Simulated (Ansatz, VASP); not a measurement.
**InSe in VASP and in Ansatz**

```
Se In
1.0
     4.22800    0.00000    0.00000
    -2.11400    3.66156    0.00000
     0.00000    0.00000   36.71996
Se In
2 2
Direct
  0.00000 0.00000 0.42190
  0.00000 0.00000 0.57808
  0.66667 0.33333 0.45946
  0.66667 0.33333 0.54051
```

Alike in both runs: task single point; functional PBE; dispersion D3(BJ); k mesh 9 × 9 × 1; occupations gaussian, width 0.02 eV; no spin polarisation.

|  | VASP | Ansatz |
| --- | --- | --- |
| version | VASP 6.6.1 | Ansatz 0.2.0 |
| potentials or method | VASP PAW PBE potentials, release 64 (Se, In_d), cutoff 520 eV | scalar-relativistic, plane waves, PAW |
| valence electrons in the cell | 38 | 58 |

Ansatz gave:

| Item | Value |
| --- | --- |
| gap on the k mesh at the Fermi level (eV) | 1.20 |
| least direct gap on the mesh (eV) | 1.24 |
| rms of the force components (eV/Å) | 0.438 |

**Question.** Which values does VASP return?

**Answer.** gap on the k mesh at the Fermi level (eV): 1.19; least direct gap on the mesh (eV): 1.23; rms of the force components (eV/Å): 0.433.

VASP's potentials hold 38 valence electrons a cell and Ansatz's 58, so a difference there can come from the potentials and not from the codes. Ansatz's warnings: structure snapped to symmetry.
